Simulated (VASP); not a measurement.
# Al2O3 (R-3c) in VASP: single point with PBE

Aim: the single point of Al2O3 with PBE.

Everything below comes from runs of VASP 6.6.1. Logs are shortened: lines on timing, memory, paths and dates and some standing lists are left out, and cuts for length are marked.

### Step 1. The cell of the first run

The structure is trigonal, space group R-3c (No. 167). Conventional cell: a = 4.854 Å, b = 4.854 Å, c = 13.250 Å, α = 90.00°, β = 90.00°, γ = 120.00°. Al (site symmetry 3) has 6 O at 1.89 to 2.01 Å within 2.5 Å. O (site symmetry 2) has 4 Al at 1.89 to 2.01 Å and 8 O at 2.57 to 2.78 Å within 2.8 Å.

### Step 2. Single point, PBE (9.01 Å³/atom)

The input, INCAR:

```
SYSTEM = Al2O3
PREC = Accurate
ENCUT = 600
EDIFF = 1E-6
ISMEAR = -1
SIGMA = 0.02
LREAL = .FALSE.
LASPH = .TRUE.
NELM = 120
ALGO = Normal
ISIF = 2
LWAVE = .FALSE.
LCHARG = .FALSE.
GGA = PE
NBANDS = 35
GGA_COMPAT = .FALSE.
```

The input, KPOINTS:

```
regular mesh
0
G
  8 8 8
  0 0 0
```

The input, POSCAR:

```
Al2O3
1.0
    2.4269334206      1.4011906636      4.4168267984
   -2.4269334206      1.4011906636      4.4168267984
    0.0000000000     -2.8023813274      4.4168267984
Al O
4 6
Direct
    0.3522345478      0.3522345478      0.3522345478
    0.1477654522      0.1477654522      0.1477654522
    0.6477654522      0.6477654522      0.6477654522
    0.8522345478      0.8522345478      0.8522345478
    0.5559631933      0.9440368067      0.2500000000
    0.2500000000      0.5559631933      0.9440368067
    0.9440368067      0.2500000000      0.5559631933
    0.4440368067      0.0559631933      0.7500000000
    0.7500000000      0.4440368067      0.0559631933
    0.0559631933      0.7500000000      0.4440368067
```

Potentials or basis: VASP PAW PBE potentials, release 64 (Al, O).

The run is started by

```bash
> cat potpaw_PBE.64/Al/POTCAR potpaw_PBE.64/O/POTCAR > POTCAR
> mpirun -np 1 vasp_std > vasp.out
```

OUTCAR:

```text
SYSTEM = Al2O3
   PREC = Accurate
   ENCUT = 600
   EDIFF = 1E-6
   ISMEAR = -1
   LREAL = .FALSE.
   LASPH = .TRUE.
   NELM = 120
   ISIF = 2
   GGA = PE

 ion  position               nearest neighbor table
   1  0.352  0.352  0.352-   9 1.89   8 1.89  10 1.89   7 2.01   5 2.01   6 2.01   2 2.71   3 2.85
                             3 2.85   3 2.85   2 3.28   2 3.28   2 3.28
   2  0.148  0.148  0.148-  10 1.89   8 1.89   9 1.89   6 2.01   5 2.01   7 2.01   1 2.71   4 2.85
                             4 2.85   4 2.85   1 3.28   1 3.28   1 3.28
   3  0.648  0.648  0.648-   6 1.89   5 1.89   7 1.89  10 2.01   8 2.01   9 2.01   4 2.71   1 2.85
                             1 2.85   1 2.85   4 3.28   4 3.28   4 3.28
   4  0.852  0.852  0.852-   7 1.89   5 1.89   6 1.89   9 2.01   8 2.01  10 2.01   3 2.71   2 2.85
                             2 2.85   2 2.85   3 3.28   3 3.28   3 3.28
   5  0.556  0.944  0.250-   3 1.89   4 1.89   1 2.01   2 2.01
   6  0.250  0.556  0.944-   3 1.89   4 1.89   2 2.01   1 2.01
   7  0.944  0.250  0.556-   4 1.89   3 1.89   1 2.01   2 2.01
   8  0.444  0.056  0.750-   1 1.89   2 1.89   3 2.01   4 2.01
   9  0.750  0.444  0.056-   1 1.89   2 1.89   4 2.01   3 2.01
  10  0.056  0.750  0.444-   2 1.89   1 1.89   3 2.01   4 2.01

  LATTYP: Found a trigonal (rhomboedric) cell.
 ALAT       =     5.2308412393
 COS(alpha) =     0.5694707703

  Lattice vectors:

 A1 = (   2.4269334206,   1.4011906636,   4.4168267984)
 A2 = (  -2.4269334206,   1.4011906636,   4.4168267984)
 A3 = (   0.0000000000,  -2.8023813274,   4.4168267984)

Analysis of symmetry for initial positions (statically):
=====================================================================
 Subroutine PRICEL returns:
 Original cell was already a primitive cell.

 Routine SETGRP: Setting up the symmetry group for a
 trigonal (rhombohedral) supercell.

 Subroutine GETGRP returns: Found 12 space group operations
 (whereof  6 operations were pure point group operations)
 out of a pool of 12 trial point group operations.

The static configuration has the point symmetry S_6 .
 The point group associated with its full space group is D_3d.

Analysis of symmetry for dynamics (positions and initial velocities):
=====================================================================
 Subroutine PRICEL returns:
 Original cell was already a primitive cell.

 Routine SETGRP: Setting up the symmetry group for a
 trigonal (rhombohedral) supercell.

 Subroutine GETGRP returns: Found 12 space group operations
 (whereof  6 operations were pure point group operations)
 out of a pool of 12 trial point group operations.

The dynamic configuration has the point symmetry S_6 .
 The point group associated with its full space group is D_3d.

 Subroutine INISYM returns: Found 12 space group operations
 (whereof  6 operations are pure point group operations),
 and found     1 'primitive' translations

----------------------------------------------------------------------------------------

                                     Primitive cell

  volume of cell :      90.1191

  direct lattice vectors                    reciprocal lattice vectors
     2.426933421  1.401190664  4.416826798     0.206021309  0.118946458  0.075468962
    -2.426933421  1.401190664  4.416826798    -0.206021309  0.118946458  0.075468962
     0.000000000 -2.802381327  4.416826798     0.000000000 -0.237892916  0.075468962

  length of vectors
     5.230841239  5.230841239  5.230841239     0.249576850  0.249576850  0.249576850

  position of ions in fractional coordinates (direct lattice)
     0.352234548  0.352234548  0.352234548
     0.147765452  0.147765452  0.147765452
     0.647765452  0.647765452  0.647765452
     0.852234548  0.852234548  0.852234548
     0.555963193  0.944036807  0.250000000
     0.250000000  0.555963193  0.944036807
     0.944036807  0.250000000  0.555963193
     0.444036807  0.055963193  0.750000000
     0.750000000  0.444036807  0.055963193
     0.055963193  0.750000000  0.444036807

  ion indices of the primitive-cell ions
   primitive index   ion index
                 1           1
                 2           2
                 3           3
                 4           4
                 5           5
                 6           6
                 7           7
                 8           8
                 9           9
                10          10

----------------------------------------------------------------------------------------

 KPOINTS: regular mesh

Automatic generation of k-mesh.
 Grid dimensions read from file:
 generate k-points for:    8    8    8

 Generating k-lattice:

  Cartesian coordinates                     Fractional coordinates (reciprocal lattice)
     0.025752664  0.014868307  0.009433620     0.125000000  0.000000000  0.000000000
    -0.025752664  0.014868307  0.009433620     0.000000000  0.125000000  0.000000000
     0.000000000 -0.029736615  0.009433620    -0.000000000 -0.000000000  0.125000000

  Length of vectors
     0.031197106  0.031197106  0.031197106

  Shift w.r.t. Gamma in fractional coordinates (k-lattice)
     0.000000000  0.000000000  0.000000000

 Subroutine IBZKPT returns following result:
 ===========================================

 Found     65 irreducible k-points:

 Following reciprocal coordinates:
            Coordinates               Weight
  0.000000  0.000000  0.000000      1.000000
  0.125000  0.000000  0.000000      6.000000
  0.250000  0.000000  0.000000      6.000000
  0.375000  0.000000 -0.000000      6.000000
  0.500000  0.000000  0.000000      3.000000
  0.125000  0.125000  0.000000      6.000000
[... 16 lines left out ...]
  0.250000  0.125000  0.125000      6.000000
  0.375000  0.125000  0.125000      6.000000
 [... further k-points ...]
   k-points           NKPTS =     65   k-points in BZ     NKDIM =     65   number of bands    NBANDS=     35
   number of dos      NEDOS =    301   number of ions     NIONS =     10
   total plane-waves  NPLWV =  74088
   dimension x,y,z NGX =    42 NGY =   42 NGZ =   42
   dimension x,y,z NGXF=    84 NGYF=   84 NGZF=   84
   ions per type =               4   6
   NGX,Y,Z   is equivalent  to a cutoff of  13.35, 13.35, 13.35 a.u.
   NGXF,Y,Z  is equivalent  to a cutoff of  26.70, 26.70, 26.70 a.u.
 SYSTEM =  Al2O3
   PREC   = accura    normal or accurate (medium, high low for compatibility)
   ISTART =      0    job   : 0-new  1-cont  2-samecut
   ICHARG =      2    charge: 1-file 2-atom 10-const
   ISPIN  =      1    spin polarized calculation?
   LNONCOLLINEAR =      F non collinear calculations
   LSORBIT =      F    spin-orbit coupling
   LASPH  =      T    aspherical Exc in radial PAW
   ENCUT  =  600.0 eV  44.10 Ry    6.64 a.u.  10.45 10.45 10.45*2*pi/ulx,y,z
   NELM   =    120;   NELMIN=  2; NELMDL= -5     # of ELM steps
   EDIFF  = 0.1E-05   stopping-criterion for ELM
   LREAL  =      F    real-space projection
   EDIFFG = 0.1E-04   stopping-criterion for IOM
   NSW    =      0    number of steps for IOM
   IBRION =     -1    ionic relax: 0-MD 1-quasi-New 2-CG
   NFREE  =      0    steps in history (QN), initial steepest desc. (CG)
   ISIF   =      2    stress and relaxation
   ISYM   =      2    0-nonsym 1-usesym 2-fastsym
   POTIM  = 0.5000    time-step for ionic-motion
   TEBEG  =    0.0;   TEEND  =   0.0 temperature during run
   PSTRESS=    0.0 pullay stress
   NELECT =      48.0000    total number of electrons
   NUPDOWN=      -1.0000    fix difference up-down
   EMIN   =  10.00;   EMAX   =-10.00  energy-range for DOS
   EFERMI =   0.00;   METHOD = LEGACY
   ISMEAR =    -1;   SIGMA  =   0.02  broadening in eV -4-tet -1-fermi 0-gaus
   EFERMI_NEDOS =   21; number of points for ismear=-14 and -15
   IALGO  =     38    algorithm
   IMIX   =      4    mixing-type and parameters
     AMIX     =   0.40;   BMIX     =  1.00
     AMIX_MAG =   1.60;   BMIX_MAG =  1.00
  volume/ion in A,a.u.               =       9.01        60.82
  Fermi-wavevector in a.u.,A,eV,Ry     =   1.327037  2.507736 23.960227  1.761027
  Thomas-Fermi vector in A             =   2.456379
   LORBIT       =      0    0 simple, 1 ext, 2 COOP (PROOUT), +10 PAW based schemes
   GGA     = PE    functional components
   LHFCALC =     F    Hartree Fock is set to
   AEXX    =    0.0000 exact exchange contribution
   IVDW    =     0    specifies the selected vdW correction
   LEPSILON=     F    determine dielectric tensor
   LRPA    =     F    only Hartree local field effects (RPA)
 non-spin polarized calculation
  energy-cutoff  :      600.00
  volume of cell :       90.12
 maximum number of plane-waves:      3026
 NGX is ok and might be reduce to    42
   NGX = 21   NGY = 21   NGZ = 21

 number of electron      47.9999995 magnetization

 Free energy of the ion-electron system (eV)
  ---------------------------------------------------
  ext. energy  EPLUGINS =         0.00000000
  ---------------------------------------------------
  free energy    TOTEN  =       -74.78364863 eV

  energy without entropy =      -74.78364863  energy(sigma->0) =      -74.78364863

 E-fermi :   5.9006     XC(G=0): -11.4003

 val. band max:        5.4849049377   @ k =   0.0000   0.0000   0.0000
 cond. band min:      10.9902350478   @ k =   0.0000   0.0000   0.0000
 fundamental gap:      5.5053301102
 Fermi energy:         5.9006009113

 k-point     1 :       0.0000    0.0000    0.0000
  band No.  band energies     occupation
      1     -13.3153      2.00000
      2     -11.2009      2.00000
      3     -10.9513      2.00000
      4     -10.9513      2.00000
      5     -10.6557      2.00000
      6     -10.6557      2.00000
[... 27 lines left out ...]
     34      18.2302      0.00000
     35      19.5634      0.00000
[... 843 lines left out ...]
      5     -10.8841      2.00000
      6     -10.6244      2.00000
[... 27 lines left out ...]
     34      18.3443      0.00000
     35      18.8532      0.00000

 [... further k-points ...]

------------------------ aborting loop because EDIFF is reached ----------------------------------------

  FORCE on cell =-STRESS in cart. coord.  units (eV):
  Direction    XX          YY          ZZ          XY          YZ          ZX
  --------------------------------------------------------------------------------------
  -------------------------------------------------------------------------------------
  Total       -3.7673035     -3.7673035     -3.6430620      0.0000000      0.0000000      0.0000000
  in kB      -66.9768122    -66.9768122    -64.7679918      0.0000000      0.0000000      0.0000000
  external PRESSURE =     -66.2405387 kB  Pullay stress =       0.0000000 kB

 VOLUME and BASIS-vectors are now :
 -----------------------------------------------------------------------------
  energy-cutoff  :      600.00
  volume of cell :       90.12
      direct lattice vectors                 reciprocal lattice vectors
     2.426933421  1.401190664  4.416826798     0.206021309  0.118946458  0.075468962
    -2.426933421  1.401190664  4.416826798    -0.206021309  0.118946458  0.075468962
     0.000000000 -2.802381327  4.416826798     0.000000000 -0.237892916  0.075468962

 POSITION                                       TOTAL-FORCE (eV/Angst)
 -----------------------------------------------------------------------------------
      0.00000     -0.00000      4.66728         0.000000      0.000000     -0.000976
      0.00000     -0.00000      1.95796         0.000000     -0.000000      0.000976
      0.00000     -0.00000      8.58320         0.000000     -0.000000      0.000976
      0.00000     -0.00000     11.29252         0.000000      0.000000     -0.000976
     -0.94183      1.40119      7.72945        -0.009081     -0.000000     -0.000000
     -0.74255     -1.51624      7.72945         0.004541     -0.007864      0.000000
      1.68438      0.11505      7.72945         0.004541      0.007864      0.000000
      0.94183     -1.40119      5.52103         0.009081     -0.000000      0.000000
      0.74255      1.51624      5.52103        -0.004541      0.007864      0.000000
     -1.68438     -0.11505      5.52103        -0.004541     -0.007864      0.000000
 -----------------------------------------------------------------------------------
    total drift:                                0.000000     -0.000000     -0.000000

  FREE ENERGIE OF THE ION-ELECTRON SYSTEM (eV)
  ---------------------------------------------------
  free  energy   TOTEN  =       -74.7836486330 eV

  energy  without entropy=      -74.7836486329  energy(sigma->0) =      -74.78364863
```

Run time: 4.5 min. Hardware: 1 thread of Oxide Virtual Turin-like, shared host; peak memory 0.33 GiB.

What came out:

```yaml
Free_energy: -74.7836 eV
Pressure: -6.6 GPa
Largest_force: 0.009 eV/Å
Band_gap_on_the_k_mesh: 5.51 eV
```

Forces in eV/Å, atoms in the order of the input:
```
Al   0.000  0.000 -0.001
Al   0.000  0.000  0.001
Al   0.000  0.000  0.001
Al   0.000  0.000 -0.001
O   -0.009  0.000  0.000
O    0.005 -0.008  0.000
O    0.005  0.008  0.000
O    0.009  0.000  0.000
O   -0.005  0.008  0.000
O   -0.005 -0.008  0.000
```

Caveat: the cell stands under tension. A k mesh can miss the band edges.
